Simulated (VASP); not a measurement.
BP, 2 atoms in the cell. Symmetry: F-43m, No. 216, cubic system. Conventional cell: a = 4.538 Å, b = 4.538 Å, c = 4.538 Å, α = 90.00°, β = 90.00°, γ = 90.00°. B (site symmetry -43m) has 4 P at 1.97 Å within 2.6 Å. Within 2.6 Å of P (site symmetry -43m) lie 4 B at 1.97 Å. 

```yaml
Program: VASP 6.6.1
Task: relaxation of cell and atoms
Functional: LDA
Potentials_or_basis: VASP PAW LDA potentials, release 64 (B, P)
Cutoff: 600 eV
k_mesh: 10 × 10 × 10
Occupations: gaussian, width 0.02 eV
Spin: no spin polarisation
Dipole_correction: no
Further_INCAR_settings: ALGO = Normal; EDIFF = 1e-07; IBRION = 2; EDIFFG = -0.005; NSW = 100; ISIF = 3
```

Potentials or basis: VASP PAW LDA potentials, release 64 (B, P).

Run with:

```console
$ cat potpaw_LDA.64/B/POTCAR potpaw_LDA.64/P/POTCAR > POTCAR
$ mpirun -np 1 vasp_std > vasp.out
```

Hardware: 1 thread of Intel(R) Xeon(R) 6975P-C (Granite Rapids), on a shared host.

Task: Estimate the wall time of this run.

Result: Wall time 10 s on 1 thread of Intel(R) Xeon(R) 6975P-C (Granite Rapids), with other jobs on the host, peak memory 0.14 GiB. Counts: scf iterations 27, k points 47, ion steps 3.
